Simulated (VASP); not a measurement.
A run of VASP 6.6.1 is set up as follows.

Contents of INCAR:

```
SYSTEM = Fe
PREC     = Accurate       ! precision mode
ENCUT    = 600            ! plane-wave cutoff, eV
EDIFF    = 1E-6           ! SCF threshold, eV
ISMEAR   = -1             ! smearing method
SIGMA    = 0.1            ! smearing width, eV
LREAL    = .FALSE.        ! projectors in reciprocal space
LASPH    = .TRUE.         ! aspherical terms in the spheres
NELM     = 200            ! most SCF steps
ALGO     = Normal         ! electronic algorithm
ISIF     = 2              ! what is computed and relaxed
LWAVE    = .FALSE.        ! write WAVECAR
LCHARG   = .FALSE.        ! write CHGCAR
ISPIN    = 2              ! spin polarisation
MAGMOM   = 2.2            ! initial moments
LORBIT   = 11             ! projections on sites
LMAXMIX  = 4              ! l up to which the mixer works
GGA      = CA             ! functional
NBANDS   = 14             ! bands
GGA_COMPAT= .FALSE.
```

KPOINTS

```
Automatic mesh
0
G
  12 12 12
  0 0 0
```

File POSCAR:

```
Fe
1.0
   -1.4330000000      1.4330000000      1.4330000000
    1.4330000000     -1.4330000000      1.4330000000
    1.4330000000      1.4330000000     -1.4330000000
Fe
1
Direct
    0.0000000000      0.0000000000      0.0000000000
```

Potentials or basis: VASP PAW LDA potentials, release 64 (Fe).

Run with:

```bash
$ cat potpaw_LDA.64/Fe/POTCAR > POTCAR
$ mpirun -np 1 vasp_std > vasp.out
```

Task: Predict the pressure.

Result: -23.4 GPa.

Task: Estimate the net moment.

Result: 2.18 μB per cell.

Caveat: the cell stands under tension.
